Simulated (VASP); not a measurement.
# Li2Cu (P-3m1) in VASP: a series of runs

Runs on Li2Cu. Level: PBE. Tasks: single point, relaxation of cell and atoms.

All numbers are computed with VASP 6.6.1; they aren't measurements. Logs are shortened: lines on timing, memory, paths and dates and some standing lists are left out, and cuts for length are marked.

## (1) The cell of the first run

It takes space group P-3m1 (No. 164, trigonal). The conventional cell has a = 2.783 Å, b = 2.783 Å, c = 6.553 Å, α = 90.00°, β = 90.00°, γ = 120.00°. Within 3.4 Å of Li (site symmetry 3m) lie 3 Cu at 2.57 Å and 9 Li at 2.78 to 3.01 Å. Cu (site symmetry -3m) has 6 Li at 2.57 Å and 6 Cu at 2.78 Å within 3.4 Å.

## (2) Single point, PBE

INCAR

```
SYSTEM = Li2Cu
PREC = Accurate
ENCUT = 520
EDIFF = 1E-6
ISMEAR = 0
SIGMA = 0.1
LREAL = .FALSE.
LASPH = .TRUE.
NELM = 80
ALGO = Normal
ISIF = 2
LWAVE = .FALSE.
LCHARG = .FALSE.
GGA = PE
NBANDS = 16
```

KPOINTS

```
Automatic mesh
0
G
  6 6 4
  0 0 0
```

POSCAR

```
Li2Cu
1.0
    2.7830106222      0.0000000000      0.0000000000
   -1.3915053111      2.4101578978      0.0000000000
    0.0000000000      0.0000000000      6.5531239875
Li Cu
2 1
Direct
    0.6666666667      0.3333333333      0.6937626305
    0.3333333333      0.6666666667      0.3062373695
    0.0000000000      0.0000000000      0.0000000000
```

Potentials or basis: VASP PAW PBE potentials, release 64 (Li_sv, Cu).

Command:

```console
> cat potpaw_PBE.64/Li_sv/POTCAR potpaw_PBE.64/Cu/POTCAR > POTCAR
> mpirun -np 1 vasp_std > vasp.out
```

OUTCAR:

```text
SYSTEM = Li2Cu
   PREC = Accurate
   ENCUT = 520
   EDIFF = 1E-6
   ISMEAR = 0
   LREAL = .FALSE.
   LASPH = .TRUE.
   NELM = 80
   ISIF = 2
   GGA = PE

 ion  position               nearest neighbor table
   1  0.667  0.333  0.694-   3 2.57   3 2.57   3 2.57
   2  0.333  0.667  0.306-   3 2.57   3 2.57   3 2.57
   3  0.000  0.000  0.000-   1 2.57   2 2.57   2 2.57   1 2.57   1 2.57   2 2.57

  LATTYP: Found a hexagonal cell.
 ALAT       =     2.7830106222
 C/A-ratio  =     2.3546888162

  Lattice vectors:

 A1 = (   2.7830106222,   0.0000000000,   0.0000000000)
 A2 = (  -1.3915053111,   2.4101578978,   0.0000000000)
 A3 = (   0.0000000000,   0.0000000000,   6.5531239875)

Analysis of symmetry for initial positions (statically):
=====================================================================
 Subroutine PRICEL returns:
 Original cell was already a primitive cell.

 Routine SETGRP: Setting up the symmetry group for a
 hexagonal supercell.

 Subroutine GETGRP returns: Found 12 space group operations
 (whereof 12 operations were pure point group operations)
 out of a pool of 24 trial point group operations.

The static configuration has the point symmetry D_3d.

Analysis of symmetry for dynamics (positions and initial velocities):
=====================================================================
 Subroutine PRICEL returns:
 Original cell was already a primitive cell.

 Routine SETGRP: Setting up the symmetry group for a
 hexagonal supercell.

 Subroutine GETGRP returns: Found 12 space group operations
 (whereof 12 operations were pure point group operations)
 out of a pool of 24 trial point group operations.

The dynamic configuration has the point symmetry D_3d.

 Subroutine INISYM returns: Found 12 space group operations
 (whereof 12 operations are pure point group operations),
 and found     1 'primitive' translations

----------------------------------------------------------------------------------------

                                     Primitive cell

  volume of cell :      43.9550

  direct lattice vectors                    reciprocal lattice vectors
     2.783010622  0.000000000  0.000000000     0.359323099  0.207455288  0.000000000
    -1.391505311  2.410157898  0.000000000     0.000000000  0.414910575  0.000000000
     0.000000000  0.000000000  6.553123988     0.000000000  0.000000000  0.152598974

  length of vectors
     2.783010622  2.783010622  6.553123988     0.414910575  0.414910575  0.152598974

  position of ions in fractional coordinates (direct lattice)
     0.666666667  0.333333333  0.693762630
     0.333333333  0.666666667  0.306237370
     0.000000000  0.000000000  0.000000000

  ion indices of the primitive-cell ions
   primitive index   ion index
                 1           1
                 2           2
                 3           3

----------------------------------------------------------------------------------------

 KPOINTS: Automatic mesh

Automatic generation of k-mesh.
 Grid dimensions read from file:
 generate k-points for:    6    6    4

 Generating k-lattice:

  Cartesian coordinates                     Fractional coordinates (reciprocal lattice)
     0.059887183  0.034575881  0.000000000     0.166666667  0.000000000  0.000000000
     0.000000000  0.069151763  0.000000000     0.000000000  0.166666667  0.000000000
     0.000000000  0.000000000  0.038149744     0.000000000  0.000000000  0.250000000

  Length of vectors
     0.069151763  0.069151763  0.038149744

  Shift w.r.t. Gamma in fractional coordinates (k-lattice)
     0.000000000  0.000000000  0.000000000

 Subroutine IBZKPT returns following result:
 ===========================================

 Found     24 irreducible k-points:

 Following reciprocal coordinates:
            Coordinates               Weight
  0.000000  0.000000  0.000000      1.000000
  0.166667  0.000000  0.000000      6.000000
  0.333333  0.000000  0.000000      6.000000
  0.500000  0.000000  0.000000      3.000000
  0.166667  0.166667  0.000000      6.000000
  0.333333  0.166667  0.000000     12.000000
[... 16 lines left out ...]
  0.333333  0.166667  0.500000     12.000000
  0.333333  0.333333  0.500000      2.000000
   k-points           NKPTS =     24   k-points in BZ     NKDIM =     24   number of bands    NBANDS=     16
   number of dos      NEDOS =    301   number of ions     NIONS =      3
   total plane-waves  NPLWV =  28800
   dimension x,y,z NGX =    24 NGY =   24 NGZ =   50
   dimension x,y,z NGXF=    48 NGYF=   48 NGZF=  100
   ions per type =               2   1
   NGX,Y,Z   is equivalent  to a cutoff of  14.34, 14.34, 12.68 a.u.
   NGXF,Y,Z  is equivalent  to a cutoff of  28.67, 28.67, 25.37 a.u.
 SYSTEM =  Li2Cu
   PREC   = accura    normal or accurate (medium, high low for compatibility)
   ISTART =      0    job   : 0-new  1-cont  2-samecut
   ICHARG =      2    charge: 1-file 2-atom 10-const
   ISPIN  =      1    spin polarized calculation?
   LNONCOLLINEAR =      F non collinear calculations
   LSORBIT =      F    spin-orbit coupling
   LASPH  =      T    aspherical Exc in radial PAW
   ENCUT  =  520.0 eV  38.22 Ry    6.18 a.u.   5.17  5.17 12.18*2*pi/ulx,y,z
   NELM   =     80;   NELMIN=  2; NELMDL= -5     # of ELM steps
   EDIFF  = 0.1E-05   stopping-criterion for ELM
   LREAL  =      F    real-space projection
   EDIFFG = 0.1E-04   stopping-criterion for IOM
   NSW    =      0    number of steps for IOM
   IBRION =     -1    ionic relax: 0-MD 1-quasi-New 2-CG
   NFREE  =      0    steps in history (QN), initial steepest desc. (CG)
   ISIF   =      2    stress and relaxation
   ISYM   =      2    0-nonsym 1-usesym 2-fastsym
   POTIM  = 0.5000    time-step for ionic-motion
   TEBEG  =    0.0;   TEEND  =   0.0 temperature during run
   PSTRESS=    0.0 pullay stress
   NELECT =      17.0000    total number of electrons
   NUPDOWN=      -1.0000    fix difference up-down
   EMIN   =  10.00;   EMAX   =-10.00  energy-range for DOS
   EFERMI =   0.00;   METHOD = LEGACY
   ISMEAR =     0;   SIGMA  =   0.10  broadening in eV -4-tet -1-fermi 0-gaus
   EFERMI_NEDOS =   21; number of points for ismear=-14 and -15
   IALGO  =     38    algorithm
   IMIX   =      4    mixing-type and parameters
     AMIX     =   0.40;   BMIX     =  1.00
     AMIX_MAG =   1.60;   BMIX_MAG =  1.00
  volume/ion in A,a.u.               =      14.65        98.87
  Fermi-wavevector in a.u.,A,eV,Ry     =   1.192765  2.253999 19.356850  1.422688
  Thomas-Fermi vector in A             =   2.328795
   LORBIT       =      0    0 simple, 1 ext, 2 COOP (PROOUT), +10 PAW based schemes
   GGA     = PE    functional components
   LHFCALC =     F    Hartree Fock is set to
   AEXX    =    0.0000 exact exchange contribution
   IVDW    =     0    specifies the selected vdW correction
   LEPSILON=     F    determine dielectric tensor
   LRPA    =     F    only Hartree local field effects (RPA)
 non-spin polarized calculation
 Gauss-broadening in eV      SIGMA  =   0.10
  energy-cutoff  :      520.00
  volume of cell :       43.96
 maximum number of plane-waves:      1208
 NGX is ok and might be reduce to    24
   NGX = 11   NGY = 11   NGZ = 25

 number of electron      17.0000011 magnetization

 Free energy of the ion-electron system (eV)
  ---------------------------------------------------
  ext. energy  EPLUGINS =         0.00000000
  ---------------------------------------------------
  free energy    TOTEN  =        -7.45800396 eV

  energy without entropy =       -7.45627077  energy(sigma->0) =       -7.45713737

 E-fermi :   2.8649     XC(G=0):  -9.0514

 val. band max:        2.7196470735   @ k =   0.5000   0.0000   0.0000
 cond. band min:       2.9321287719   @ k =   0.3333   0.0000   0.0000
 fundamental gap:      0.2124816984
 Fermi energy:         2.8649032330

 k-point     1 :       0.0000    0.0000    0.0000
  band No.  band energies     occupation
      1     -43.1896      2.00000
      2     -43.1776      2.00000
      3      -3.3427      2.00000
      4      -0.4500      2.00000
      5       0.4893      2.00000
      6       0.4893      2.00000
[... 8 lines left out ...]
     15      18.9909      0.00000
     16      18.9909      0.00000

 k-point     2 :       0.1667    0.0000    0.0000
  band No.  band energies     occupation
      1     -43.1801      2.00000
      2     -43.1695      2.00000
      3      -2.6521      2.00000
      4      -0.2227      2.00000
      5       0.2703      2.00000
      6       0.3716      2.00000
[... 8 lines left out ...]
     15      16.8751      0.00000
     16      17.5966      0.00000

 k-point     3 :       0.3333    0.0000    0.0000
  band No.  band energies     occupation
      1     -43.1604      2.00000
      2     -43.1537      2.00000
      3      -0.9983      2.00000
      4      -0.1428      2.00000
      5       0.0465      2.00000
      6       0.6337      2.00000
[... 8 lines left out ...]
     15      13.8919      0.00000
     16      13.9965      0.00000

 k-point     4 :       0.5000    0.0000    0.0000
  band No.  band energies     occupation
      1     -43.1499      2.00000
      2     -43.1463      2.00000
      3      -0.5608      2.00000
      4      -0.2602      2.00000
      5       0.2500      2.00000
      6       0.6499      2.00000
[... 8 lines left out ...]
     15      14.3860      0.00000
     16      15.4431      0.00000
[... 324 lines left out ...]
 k-point    22 :       0.1667    0.1667    0.5000
  band No.  band energies     occupation
      1     -43.1653      2.00000
      2     -43.1576      2.00000
      3      -1.2883      2.00000
      4      -0.0888      2.00000
      5       0.1470      2.00000
      6       0.1687      2.00000
[... 8 lines left out ...]
     15      14.2736      0.00000
     16      16.9432      0.00000

 k-point    23 :       0.3333    0.1667    0.5000
  band No.  band energies     occupation
      1     -43.1500      2.00000
      2     -43.1463      2.00000
      3      -0.2519      2.00000
      4      -0.1348      2.00000
      5       0.2846      2.00000
      6       0.4943      2.00000
[... 8 lines left out ...]
     15      12.2817      0.00000
     16      13.4470      0.00000

 k-point    24 :       0.3333    0.3333    0.5000
  band No.  band energies     occupation
      1     -43.1437      2.00000
      2     -43.1437      2.00000
      3       0.1277      2.00000
      4       0.1277      2.00000
      5       0.2724      2.00000
      6       0.2724      2.00000
[... 8 lines left out ...]
     15      11.9093      0.00000
     16      12.0897      0.00000

------------------------ aborting loop because EDIFF is reached ----------------------------------------

  FORCE on cell =-STRESS in cart. coord.  units (eV):
  Direction    XX          YY          ZZ          XY          YZ          ZX
  --------------------------------------------------------------------------------------
  -------------------------------------------------------------------------------------
  Total       -0.0133979     -0.0133979     -0.0597618      0.0000000      0.0000000      0.0000000
  in kB       -0.4883599     -0.4883599     -2.1783378      0.0000000      0.0000000      0.0000000
  external PRESSURE =      -1.0516858 kB  Pullay stress =       0.0000000 kB

 VOLUME and BASIS-vectors are now :
 -----------------------------------------------------------------------------
  energy-cutoff  :      520.00
  volume of cell :       43.96
      direct lattice vectors                 reciprocal lattice vectors
     2.783010622  0.000000000  0.000000000     0.359323099  0.207455288  0.000000000
    -1.391505311  2.410157898  0.000000000     0.000000000  0.414910575  0.000000000
     0.000000000  0.000000000  6.553123988     0.000000000  0.000000000  0.152598974

 POSITION                                       TOTAL-FORCE (eV/Angst)
 -----------------------------------------------------------------------------------
      1.39151      0.80339      4.54631         0.000000     -0.000000      0.022736
     -0.00000      1.60677      2.00681        -0.000000      0.000000     -0.022736
      0.00000      0.00000      0.00000        -0.000000     -0.000000      0.000000
 -----------------------------------------------------------------------------------
    total drift:                               -0.000000      0.000000     -0.000000

  FREE ENERGIE OF THE ION-ELECTRON SYSTEM (eV)
  ---------------------------------------------------
  free  energy   TOTEN  =        -7.4580039644 eV

  energy  without entropy=       -7.4562707715  energy(sigma->0) =       -7.45713737
```

Run time: 19 s. Hardware: 1 thread of AMD EPYC 7R13 (Zen 3), shared host; peak memory 0.14 GiB.

Results:

- Free energy: -7.4580 eV
- Largest force: 0.023 eV/Å

Forces in eV/Å, atoms in the order of the input:
```
Li   0.000  0.000  0.023
Li   0.000  0.000 -0.023
Cu   0.000  0.000  0.000
```

Caveat: the k points lie up to 0.43 Å⁻¹ apart; the cutoff is under 1.25 times the usual one of these potentials, so pressure, stress and relaxed cells hold a basis-set (Pulay) error.

## (3) Single point, PBE

This run uses another cell than the first one, of 17.97 Å³/atom, 1.227 times its volume.

INCAR

```
  ALGO = Normal
  EDIFF = 1E-6
  ENCUT = 520
  GGA = PE
  ISIF = 2
  ISMEAR = 0
  LASPH = True
  LCHARG = True
  LELF = True
  LREAL = False
  LVHAR = True
  LWAVE = False
  NBANDS = 16
  NELM = 100
  PREC = Accurate
  SIGMA = 0.1
```

KPOINTS

```
k-points
0
Gamma
  6 6 4
```

POSCAR

```
Li2Cu
1.0
    2.9695048800      0.0000000000      0.0000000000
   -1.4847524400      2.5716666600      0.0000000000
    0.0000000000      0.0000000000      7.0608084000
Li Cu
2 1
Direct
    0.6666666700      0.3333333300      0.6725480300
    0.3333333300      0.6666666700      0.3274519700
    0.0000000000      0.0000000000      0.0000000000
```

Potentials or basis: VASP PAW PBE potentials, release 64 (Li_sv, Cu).

Command:

```console
> cat potpaw_PBE.64/Li_sv/POTCAR potpaw_PBE.64/Cu/POTCAR > POTCAR
> mpirun -np 1 vasp_std > vasp.out
```

Wall time 22 s (1 thread of AMD EPYC 7R13 (Zen 3), shared host); peak memory 0.15 GiB.

The run converged. Its results:

- Free energy: -7.1799 eV
- Largest force: 0.481 eV/Å

Forces in eV/Å, atoms in the order of the input:
```
Li   0.000  0.000  0.481
Li   0.000  0.000 -0.481
Cu   0.000  0.000  0.000
```

Levels at points of the mesh, in eV from the Fermi level:
```
           k point  band 5  band 6  band 7  band 8  band 9  band 10  band 11  band 12  band 13  band 14
(0.00, 0.00, 0.00)   -2.00   -2.00   -1.82   -1.74   -1.74    -1.53     6.62     6.76    13.75    13.75
(0.50, 0.00, 0.00)   -2.16   -1.86   -1.37    0.18    0.26     1.67     2.90     3.93     5.75     9.10
(0.00, 0.00, 0.50)   -2.48   -2.00   -2.00   -1.74   -1.74     0.14     3.38    12.05    12.78    13.69
(0.50, 0.00, 0.50)   -2.12   -1.86   -1.37   -0.09    0.78     0.99     2.62     5.88     6.39     7.63
```

Caveat: the k points lie up to 0.41 Å⁻¹ apart; the cutoff is under 1.25 times the usual one of these potentials, so pressure, stress and relaxed cells hold a basis-set (Pulay) error.

## (4) Relaxation of cell and atoms, PBE

This run uses another cell than the first one, of 17.97 Å³/atom, 1.227 times its volume.

INCAR

```
SYSTEM = Li2Cu
PREC = Accurate
ENCUT = 600
EDIFF = 1E-6
ISMEAR = 0
SIGMA = 0.1
LREAL = .False.
LASPH = .True.
NELM = 80
ALGO = Normal
ISIF = 3
LWAVE = .False.
LCHARG = .False.
GGA = PE
IBRION = 2
NSW = 90
EDIFFG = -0.04
```

KPOINTS

```
Automatic mesh
0
Gamma
  6 6 4
  0 0 0
```

POSCAR is that of step 3.

Command:

```console
> cat potpaw_PBE.64/Li_sv/POTCAR potpaw_PBE.64/Cu/POTCAR > POTCAR
> mpirun -np 1 vasp_std > vasp.out
```

It took 100 s on 1 thread of AMD EPYC 7R13 (Zen 3), shared host; peak memory 0.16 GiB.

The run converged. Its results:

```yaml
Free_energy: -7.4706 eV
Relaxed_volume: 14.58 Å³/atom
Relaxed_cell: a = 2.782 Å, b = 2.782 Å, c = 6.524 Å, α = 90.00°, β = 90.00°, γ = 120.00°
Space_group_after_relaxing_to_0.05_Å: P-3m1 (No. 164)
Energy_gained_by_relaxing: 97.1 meV/atom
Ionic_steps: 8
Pressure_after_relaxing: 0.0 GPa
Largest_force_after_relaxing: 0.020 eV/Å
```

Forces in eV/Å, atoms in the order of the input:
```
Li   0.000  0.000  0.020
Li   0.000  0.000 -0.020
Cu   0.000  0.000  0.000
```

Stress tensor (GPa, compression positive):
```
-0.08  0.00  0.00
 0.00 -0.08  0.00
 0.00  0.00  0.10
```

Step by step:
```csv
step,energy change (eV),largest force (eV/Å),pressure (GPa),volume (Å³)
1,0.0000,0.4804,-5.20,53.92
2,-0.1482,0.4338,-3.90,49.49
3,-0.2669,0.2831,-0.09,43.02
4,-0.2680,0.2493,0.74,42.14
5,-0.2682,0.2579,0.56,42.35
6,-0.2773,0.1981,0.65,42.53
7,-0.2897,0.0013,0.52,43.08
8,-0.2913,0.0199,-0.02,43.74
```

Final structure:
```xyz
3
Lattice="2.7824 0.0000 0.0000 -1.3912 2.4096 0.0000 0.0000 0.0000 6.5245" Properties=species:S:1:pos:R:3 pbc="T T T"
Li    1.3912    0.8032    4.5245
Li    0.0000    1.6064    2.0000
Cu    0.0000    0.0000    0.0000
```

Levels at points of the mesh, in eV from the Fermi level:
| k point | band 5 | band 6 | band 7 | band 8 | band 9 | band 10 | band 11 | band 12 |
| --- | --- | --- | --- | --- | --- | --- | --- | --- |
| (0.00, 0.00, 0.00) | -2.39 | -2.39 | -2.06 | -2.06 | -1.97 | -1.60 | 7.15 | 8.88 |
| (0.50, 0.00, 0.00) | -2.63 | -2.23 | -1.53 | -0.16 | 0.43 | 1.79 | 3.84 | 4.53 |
| (0.00, 0.00, 0.50) | -3.00 | -2.39 | -2.39 | -2.06 | -2.06 | 0.16 | 4.28 | 13.95 |
| (0.50, 0.00, 0.50) | -2.59 | -2.23 | -1.53 | -0.40 | 0.93 | 1.09 | 3.44 | 6.75 |

Caveat: the k points lie up to 0.43 Å⁻¹ apart in the final cell; the cutoff is under 1.25 times the usual one of these potentials, so pressure, stress and relaxed cells hold a basis-set (Pulay) error; the volume moved by over 15 % at a fixed basis, so the end points are rough.

(Continued in part 2 of 2.)
